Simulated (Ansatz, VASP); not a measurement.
# C in VASP and in Ansatz

```
C
1.0
     2.46565    0.00000    0.00000
    -1.23283    2.13532    0.00000
     0.00000    0.00000   17.50007
C
4
Cartesian
  1.2328 0.7118 4.5000
  0.0000 1.4235 4.5000
  2.0547 0.7118 7.2101
  3.2875 0.0000 7.2100
```

Alike in both runs: task single point; functional PBE; dispersion D3(BJ); k mesh 15 × 15 × 1; occupations gaussian, width 0.1 eV; no spin polarisation.

```csv
,VASP,Ansatz
version,VASP 6.6.1,Ansatz 0.2.0
potentials or method,"VASP PAW PBE potentials, release 64 (C), cutoff 520 eV","scalar-relativistic, plane waves, PAW"
valence electrons in the cell,16,16
```

|  | VASP | Ansatz | Ansatz less VASP |
| --- | --- | --- | --- |
| gap on the k mesh at the Fermi level (eV) | 0.46 | 0.47 | +0.001 |
| least direct gap on the mesh (eV) | 0.69 | 0.69 | +0.002 |
| rms of the force components (eV/Å) | 0.295 | 0.294 | -0.0004 |

Atom by atom the forces differ by 0.000 eV/Å (rms over components). Ansatz's warnings: structure snapped to symmetry.
